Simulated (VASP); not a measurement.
Runs of VASP 6.6.1 on Al. The structure is that of space group P6_3/mmc (No. 194), or close to it. The cells are those of the table. 

| cell | k mesh | gap on the mesh (eV) | pressure (GPa) |
| --- | --- | --- | --- |
| a = 2.857, b = 2.857, c = 4.610 Å, angles 90.0, 90.0, 120.0°, 2 atoms | 13 × 13 × 7 | none | 0.0 |
| a = 2.738, b = 2.738, c = 4.418 Å, angles 90.0, 90.0, 120.0°, 2 atoms | 14 × 14 × 8 | none | 13.6 |
| a = 2.819, b = 2.819, c = 4.548 Å, angles 90.0, 90.0, 120.0°, 2 atoms | 14 × 14 × 8 | none | 3.6 |
| a = 2.857, b = 2.857, c = 4.610 Å, angles 90.0, 90.0, 120.0°, 2 atoms | 21 × 21 × 11 | none | (c) |
| a = 2.779, b = 2.779, c = 4.484 Å, angles 90.0, 90.0, 120.0°, 2 atoms | 14 × 14 × 8 | none | (a) |
| a = 2.967, b = 2.967, c = 4.788 Å, angles 90.0, 90.0, 120.0°, 2 atoms | 14 × 14 × 8 | none | -6.9 |
| a = 2.932, b = 2.932, c = 4.730 Å, angles 90.0, 90.0, 120.0°, 2 atoms | 14 × 14 × 8 | none | (b) |
| a = 2.895, b = 2.895, c = 4.671 Å, angles 90.0, 90.0, 120.0°, 2 atoms | 14 × 14 × 8 | none | -2.8 |

Alike in all rows: task single point; level PBEsol; potentials or basis VASP PAW PBE potentials, release 64 (Al); no spin polarisation; cutoff (eV) 520; smearing fermi-dirac 0.1 eV.

Estimate the missing entries.

(a) 8.1; (b) -5.1; (c) 0.2.

Caveats: the PAW data sets were made with another functional, which shifts forces and pressure a little.

A gap of «none» marks levels without a gap at the run's occupations.
